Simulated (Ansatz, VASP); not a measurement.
Ru in VASP and in Ansatz

Contents of INCAR:

```
ALGO = Fast
EDIFF = 1E-6
ENCUT = 520
GGA = PS
ISIF = 2
ISMEAR = 0
LASPH = True
LCHARG = False
LREAL = False
LWAVE = False
NBANDS = 21
NELM = 80
PREC = Accurate
SIGMA = 0.15
```

File KPOINTS:

```
k-points
0
Gamma
  24 24 14
```

File POSCAR:

```
Ru
1.0
    2.6895239993      0.0000000000      0.0000000000
   -1.3447619996      2.3291961075      0.0000000000
    0.0000000000      0.0000000000      4.4751468027
Ru
2
Direct
    0.3333333333      0.6666666667      0.2500000000
    0.6666666667      0.3333333333      0.7500000000
```

Input for Ansatz:

```yaml
crystal:
  lattice:
    - [2.6895239993, 0.0, 0.0]
    - [-1.3447619996, 2.3291961075, 0.0]
    - [0.0, 0.0, 4.4751468027]
  atoms:
    - { symbol: Ru, position: [0.3333333333, 0.6666666667, 0.25] }
    - { symbol: Ru, position: [0.6666666667, 0.3333333333, 0.75] }
basis:
  ecutwfc: 420
kpoints:
  mp_grid: { grid: [24, 24, 14] }
hamiltonian:
  xc: pbesol
scf:
  occupations: { method: gaussian, width: 0.15 }
output:
  forces: true
  stress: true
  eigenvalues: true
```

Change from the starting cell: strain +0.0525 x Voigt [0, 0, 1, 0, 0, 0], atoms carried along.

Alike in both runs: task single point; functional PBEsol; k mesh 24 × 24 × 14; occupations gaussian, width 0.15 eV; no spin polarisation.

|  | VASP | Ansatz |
| --- | --- | --- |
| version | VASP 6.6.1 | Ansatz 0.2.0 |
| potentials or method | VASP PAW PBE potentials, release 64 (Ru_pv), cutoff 520 eV | scalar-relativistic, plane waves, PAW |
| valence electrons in the cell | 28 | 32 |

Ansatz gave:

```
gap on the k mesh at the Fermi level (eV)                     : none
pressure (GPa)                                                : -15.3
traceless stress, the component that is largest in VASP (GPa) : -15.10
```

Task: What did VASP give for the same quantities?

Result: gap on the k mesh at the Fermi level (eV): none; pressure (GPa): -15.4; traceless stress, the component that is largest in VASP (GPa): -15.09.

VASP's potentials were made for PBE, not for PBEsol. A gap of «none» marks a metal or a gap that the smearing closes. The functional is the same, so the differences come from potentials, cutoffs and numerics. VASP's potentials hold 28 valence electrons a cell and Ansatz's 32, so a difference there can come from the potentials and not from the codes.
